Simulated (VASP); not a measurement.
Input of a VASP 6.6.1 run:

The input INCAR:

```
  PREC = Accurate
  ENCUT = 520
  EDIFF = 1E-6
  ISMEAR = 0
  SIGMA = 0.05
  LREAL = False
  LASPH = True
  NELM = 100
  ALGO = Normal
  ISIF = 2
  LWAVE = False
  LCHARG = False
  GGA = PS
  IVDW = 12
  NBANDS = 11
```

KPOINTS

```
Automatic mesh
0
Gamma
  15 15 15
```

File POSCAR:

```
C
1.0
    1.1983199578      0.6918503502      3.2008942776
   -1.1983199578      0.6918503502      3.2008942776
    0.0000000000     -1.3837007004      3.2008942776
C
2
Direct
    0.1584472250      0.1747200074      0.1665836162
    0.8415527750      0.8252799926      0.8334163838
```

Potentials or basis: VASP PAW PBE potentials, release 64 (C).

Launch:

```bash
$ cat potpaw_PBE.64/C/POTCAR > POTCAR
$ mpirun -np 1 vasp_std > vasp.out
```

**Question.** What does it give for the largest force?

**Answer.** 2.607 eV/Å.

**Question.** Predict the pressure.

**Answer.** 28.3 GPa.

**Question.** What does it give for the dispersion energy per atom?

**Answer.** -0.113 eV.

Forces on the atoms (eV/Å):
```
C    2.603 -0.137 -0.002
C   -2.603  0.137  0.002
```

Caveat: the cell differs from its parent crystal (atoms displaced along a vibrational mode, the cell strained); the stress differs along the axes, from 1 to 42 GPa; the PAW data sets were made with another functional, which shifts forces and pressure a little.
